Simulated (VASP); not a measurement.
CO2: single point with PBE

The system is CO2.

```xyz
6
Lattice="4.0043 0.0000 0.0000 0.0000 4.0043 0.0000 0.0000 0.0000 4.4406" Properties=species:S:1:pos:R:3 pbc="T T T"
C     2.0022    2.0022    2.2203
C     0.0000    0.0000    0.0000
O     1.2206    2.7837    2.2203
O     2.7837    1.2206    2.2203
O     0.7815    0.7815    0.0000
O     3.2228    3.2228    0.0000
```

```
Program             : VASP 6.6.1
Task                : single point
Functional          : PBE
Potentials or basis : VASP PAW PBE potentials, release 64 (C, O)
Cutoff              : 520 eV
k mesh              : 6 × 6 × 6
Occupations         : gaussian, width 0.05 eV
Spin                : no spin polarisation
```

- Pressure: 33.7 GPa
- Largest force: 8.893 eV/Å
- Band gap on the k mesh: 7.36 eV, indirect (least direct gap 7.97 eV)

Forces on the atoms (eV/Å):
```
C    0.000  0.000  0.000
C    0.000  0.000  0.000
O   -6.288  6.288  0.000
O    6.288 -6.288  0.000
O    6.288  6.288  0.000
O   -6.288 -6.288  0.000
```

Stress tensor (GPa, compression positive):
```
48.43  0.00  0.00
 0.00 48.43  0.00
 0.00  0.00  4.25
```

Levels at points of the mesh, in eV from the valence-band top:
```tsv
k point	band 12	band 13	band 14	band 15	band 16	band 17	band 18	band 19	band 20	band 21
(0.00, 0.00, 0.00)	-3.74	-1.82	-0.71	-0.61	-0.61	7.36	8.35	8.86	8.86	10.41
(0.50, 0.00, 0.00)	-4.04	-0.69	-0.69	-0.61	-0.61	9.11	9.11	9.24	9.24	10.37
(0.50, 0.50, 0.00)	-4.04	-0.87	-0.87	0.00	0.00	9.32	9.32	9.43	9.43	10.89
(0.00, 0.00, 0.50)	-4.09	-1.30	-1.30	-0.61	-0.61	8.68	8.68	9.06	9.06	10.03
(0.50, 0.00, 0.50)	-3.75	-1.17	-1.17	-0.34	-0.34	8.96	8.96	9.59	9.59	10.99
(0.50, 0.50, 0.50)	-4.05	-0.65	-0.65	0.00	0.00	8.59	8.59	9.44	9.44	12.77
```

It took 68 s on 1 thread of Intel(R) Xeon(R) Platinum 8488C (Sapphire Rapids), with other jobs on the host, peak memory 0.2 GiB.

Caveat: forces of over 1 eV/Å act on the atoms, so gaps and moduli don't describe the material at rest. A k mesh can miss the band edges.
